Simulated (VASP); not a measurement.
Input of a VASP 6.6.1 run:

File POSCAR:

```
WS2
1.0
    3.1811421531      0.0000000000      0.0000000000
   -1.5905710765      2.7549499176      0.0000000000
    0.0000000000      0.0000000000     17.9672563252
W S
1 2
Direct
    0.3333333333      0.6666666667      0.0000000000
    0.6666666667      0.3333333333      0.9132240815
    0.6666666667      0.3333333333      0.0867759185
```

The input INCAR.step1:

```
SYSTEM = WS2
PREC     = Accurate       ! precision mode
ENCUT    = 520            ! plane-wave cutoff, eV
ISMEAR   = 0              ! smearing method
SIGMA    = 0.02           ! smearing width, eV
LREAL    = .False.        ! projectors in reciprocal space
LASPH    = .True.         ! aspherical terms in the spheres
NELM     = 60             ! most SCF steps
NBANDS   = 20             ! bands
GGA      = PE             ! functional
ALGO     = Normal         ! electronic algorithm
EDIFF    = 1E-4           ! SCF threshold, eV
LWAVE    = .True.         ! write WAVECAR
LCHARG   = .False.        ! write CHGCAR
```

INCAR.step2

```
SYSTEM = WS2
PREC     = Accurate       ! precision mode
ENCUT    = 520            ! plane-wave cutoff, eV
EDIFF    = 1E-7           ! SCF threshold, eV
ISMEAR   = 0              ! smearing method
SIGMA    = 0.02           ! smearing width, eV
LREAL    = .False.        ! projectors in reciprocal space
LASPH    = .True.         ! aspherical terms in the spheres
NELM     = 60             ! most SCF steps
ALGO     = Normal         ! electronic algorithm
ISIF     = 2              ! what is computed and relaxed
LWAVE    = .False.        ! write WAVECAR
LCHARG   = .False.        ! write CHGCAR
METAGGA  = R2SCAN         ! meta-GGA
LMIXTAU  = .True.       
NBANDS   = 20             ! bands
ISTART   = 1
```

File KPOINTS:

```
regular mesh
0
Gamma
  12 12 2
  0 0 0
```

Potentials or basis: VASP PAW PBE potentials, release 64 (W_sv, S).

Launch:

```console
$ cat potpaw_PBE.64/W_sv/POTCAR potpaw_PBE.64/S/POTCAR > POTCAR
$ cp INCAR.step1 INCAR
$ mpirun -np 1 vasp_std > vasp.out
$ cp INCAR.step2 INCAR
$ mpirun -np 1 vasp_std > vasp.out
```

(1) Predict the band gap on the k mesh.

(2) Predict the largest force.

## Answers

(1) 1.91 eV, indirect (least direct gap 1.93 eV).

(2) 0.020 eV/Å.

Caveat: the PAW data sets were made with another functional, which shifts forces and pressure a little; spin-orbit coupling is left out, which moves the levels of the heavy elements.
